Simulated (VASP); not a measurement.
Au: relaxation of shape and atoms at fixed volume with PBEsol

Crystal: Au.

```
Au
1.0
     2.74889    0.00000    0.00000
    -1.37444    2.38061    0.00000
     0.00000    0.00000    4.57998
Au
2
Direct
  0.33333 0.66667 0.75000
  0.66667 0.33333 0.25000
```

This isn't the form of Au at room conditions, which is fcc.

| Item | Value |
| --- | --- |
| Program | VASP 6.6.1 |
| Task | relaxation of shape and atoms at fixed volume |
| Functional | PBEsol |
| Potentials or basis | VASP PAW PBE potentials, release 64 (Au) |
| Cutoff | 600 eV |
| k mesh | 18 × 18 × 10 |
| Occupations | gaussian, width 0.1 eV |
| Spin | no spin polarisation |
| Dipole correction | no |
| Further INCAR settings | ALGO = Fast; EDIFF = 1e-06; IBRION = 2; EDIFFG = -0.01; NSW = 50; ISIF = 4 |

```
Energy gained by relaxing : 0.0 meV/atom
Ionic steps               : 2
Pressure after relaxing   : 31.5 GPa
Band gap on the k mesh    : zero (bands 11 and 12 overlap by 7.82 eV)
```

Final structure:
```
Au
1.0
     2.75008    0.00000    0.00000
    -1.37504    2.38164    0.00000
     0.00000    0.00000    4.57599
Au
2
Direct
  0.33333 0.66667 0.75000
  0.66667 0.33333 0.25000
```

Levels at points of the mesh, in eV from the Fermi level:
| k point | band 9 | band 10 | band 11 | band 12 | band 13 | band 14 |
| --- | --- | --- | --- | --- | --- | --- |
| (0.00, 0.00, 0.00) | -4.10 | -2.33 | -2.33 | -1.80 | 3.50 | 14.33 |
| (0.50, 0.00, 0.00) | -1.96 | -1.71 | 0.39 | 1.87 | 6.17 | 7.82 |
| (0.00, 0.00, 0.50) | -2.90 | -2.90 | -2.90 | -2.90 | 11.67 | 11.67 |
| (0.50, 0.00, 0.50) | -1.81 | -1.81 | 0.15 | 0.15 | 4.71 | 4.71 |

Run time: 76 s on 1 thread of Intel(R) Xeon(R) Platinum 8488C (Sapphire Rapids) (shared host), peak memory 0.24 GiB.

Caveat: the PAW data sets were made with another functional, which shifts forces and pressure a little; spin-orbit coupling is left out, which moves the levels of the heavy elements.
